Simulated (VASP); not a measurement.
Set up this calculation in VASP 6.6.1, as the native input.

| Quantity | Value |
| --- | --- |
| Task | single point |
| Functional | PBEsol |
| Potentials or basis | VASP PAW PBE potentials, release 64 (Zn) |
| Cutoff | 520 eV |
| k mesh | 13 × 13 × 13 |
| Occupations | fermi-dirac, width 0.05 eV |
| Spin | no spin polarisation |
| Dipole correction | no |
| k mesh for the DOS | 20 × 20 × 20 |
| Occupations for the DOS | tetrahedron |
| Further INCAR settings | ALGO = Normal; EDIFF = 1e-06 |

Crystal: Zn.

```
Zn
1.0
     0.00000    2.70821    2.70821
     2.70821    0.00000    2.70821
     2.70821    2.70821    0.00000
Zn
2
Direct
  0.87500 0.87500 0.87500
  0.12500 0.12500 0.12500
```

This isn't the form of Zn at room conditions, which is hcp.

The input as run:

POSCAR

```
Zn
1.0
    0.0000000000      2.7082145640      2.7082145640
    2.7082145640      0.0000000000      2.7082145640
    2.7082145640      2.7082145640      0.0000000000
Zn
2
Direct
   -0.1250000000     -0.1250000000     -0.1250000000
    0.1250000000      0.1250000000      0.1250000000
```

INCAR.step1

```
SYSTEM = Zn
ALGO     = Normal         ! electronic algorithm
EDIFF    = 1E-6           ! SCF threshold, eV
ENCUT    = 520            ! plane-wave cutoff, eV
GGA      = PS             ! functional
ISIF     = 2              ! what is computed and relaxed
ISMEAR   = -1             ! smearing method
LASPH    = .True.         ! aspherical terms in the spheres
LCHARG   = .True.         ! write CHGCAR
LREAL    = .False.        ! projectors in reciprocal space
LWAVE    = .False.        ! write WAVECAR
NBANDS   = 19             ! bands
NELM     = 80             ! most SCF steps
PREC     = Accurate       ! precision mode
SIGMA    = 0.05           ! smearing width, eV
```

KPOINTS.step1

```
k-points
0
Gamma
  13 13 13
  0 0 0
```

INCAR.step2

```
SYSTEM = Zn
ALGO     = Normal         ! electronic algorithm
EDIFF    = 1E-6           ! SCF threshold, eV
ENCUT    = 520            ! plane-wave cutoff, eV
GGA      = PS             ! functional
ICHARG   = 11             ! starting density
ISIF     = 2              ! what is computed and relaxed
ISMEAR   = -5             ! smearing method
LASPH    = .True.         ! aspherical terms in the spheres
LCHARG   = .False.        ! write CHGCAR
LORBIT   = 11             ! projections on sites
LREAL    = .False.        ! projectors in reciprocal space
LWAVE    = .False.        ! write WAVECAR
NEDOS    = 1001           ! points of the DOS
NELM     = 80             ! most SCF steps
PREC     = Accurate       ! precision mode
SIGMA    = 0.05           ! smearing width, eV
```

KPOINTS.step2

```
k-points
0
Gamma
  20 20 20
  0 0 0
```

Potentials or basis: VASP PAW PBE potentials, release 64 (Zn).

Launch:

```console
$ cat potpaw_PBE.64/Zn/POTCAR > POTCAR
$ cp INCAR.step1 INCAR
$ cp KPOINTS.step1 KPOINTS
$ mpirun -np 1 vasp_std > vasp.out
$ cp INCAR.step2 INCAR
$ cp KPOINTS.step2 KPOINTS
$ mpirun -np 1 vasp_std > vasp.out
```

Results of the run:

```yaml
Valence_electrons_inside_the_program's_atomic_spheres: Zn 10.87
```

Run time: 42 s on 1 thread of Intel(R) Xeon(R) 6975P-C (Granite Rapids), with other jobs on the host, peak memory 0.25 GiB.
